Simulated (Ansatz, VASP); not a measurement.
**SrTe in VASP and in Ansatz**

INCAR

```
  PREC = Accurate
  ENCUT = 500
  EDIFF = 1E-6
  ISMEAR = -1
  SIGMA = 0.01
  LREAL = F
  LASPH = T
  NELM = 120
  ALGO = Normal
  ISIF = 2
  LWAVE = F
  LCHARG = T
  GGA = PE
  LELF = T
  LVHAR = T
  NBANDS = 15
  GGA_COMPAT = F
```

Contents of KPOINTS:

```
Automatic mesh
0
Gamma
  7 7 7
```

Contents of POSCAR:

```
SrTe
1.0
    0.0000000000      3.2879124098      3.2879124098
    3.2879124098      0.0000000000      3.2879124098
    3.2879124098      3.2879124098      0.0000000000
Sr Te
1 1
Direct
    0.0000000000      0.0000000000      0.0000000000
    0.5000000000      0.5000000000      0.5000000000
```

Input for Ansatz:

```yaml
crystal:
  lattice:
    - [0.0, 3.2879124098, 3.2879124098]
    - [3.2879124098, 0.0, 3.2879124098]
    - [3.2879124098, 3.2879124098, 0.0]
  atoms:
    - { symbol: Sr, position: [0.0, 0.0, 0.0] }
    - { symbol: Te, position: [0.5, 0.5, 0.5] }
kpoints:
  mp_grid: { grid: [7, 7, 7] }
scf:
  occupations: { method: fermi_dirac, width: 0.01 }
hamiltonian:
  xc: pbe
  pseudopotentials: { kind: all_electron, lapw: { basis_error: 0.0005 } }
output:
  forces: true
  stress: true
  eigenvalues: true
```

Change from the starting cell: volume scaled by 0.9405.

Alike in both runs: task single point; functional PBE; k mesh 7 × 7 × 7; occupations fermi-dirac, width 0.01 eV; no spin polarisation.

```csv
,VASP,Ansatz
version,VASP 6.6.1,Ansatz 0.2.0
potentials or method,"VASP PAW PBE potentials, release 64 (Sr_sv, Te), cutoff 500 eV","all-electron LAPW, scalar-relativistic"
```

|  | VASP | Ansatz | Ansatz less VASP |
| --- | --- | --- | --- |
| gap on the k mesh at the Fermi level (eV) | 1.64 | 1.67 | +0.027 |
| pressure (GPa) | 2.5 | 2.4 | -0.11 |

Ansatz ran all-electron here, and VASP with PAW potentials.

Spin-orbit coupling is off throughout.
